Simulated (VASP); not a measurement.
A run of VASP 6.6.1 is set up as follows.

File INCAR:

```
  ALGO = Normal
  EDIFF = 1E-6
  ENCUT = 520
  GGA = PE
  ISIF = 2
  ISMEAR = -1
  LASPH = True
  LCHARG = False
  LREAL = False
  LWAVE = False
  NBANDS = 18
  NELM = 80
  PREC = Accurate
  SIGMA = 0.05
```

The input KPOINTS:

```
k-points
0
Gamma
  15 15 8
```

The input POSCAR:

```
La
1.0
    2.9066171688      0.0000000000      0.0000000000
   -1.4533085844      2.5172043073      0.0000000000
    0.0000000000      0.0000000000      4.8992159014
La
2
Direct
    0.3333333333      0.6666666667      0.2500000000
    0.6666666667      0.3333333333      0.7500000000
```

Potentials or basis: VASP PAW PBE potentials, release 64 (La).

Run with:

```sh
$ cat potpaw_PBE.64/La/POTCAR > POTCAR
$ mpirun -np 1 vasp_std > vasp.out
```

Q: What does it give for the band gap on the k mesh?

A: Zero (band 11 reaches 19.25 eV, above the bottom of band 12 at 15.24 eV).

Q: Estimate the pressure.

A: 65.3 GPa.

Stress tensor (GPa, compression positive):
```
65.24  0.00  0.00
 0.00 65.24  0.00
 0.00  0.00 65.45
```

Caveat: spin-orbit coupling is left out, which moves the levels of the heavy elements.
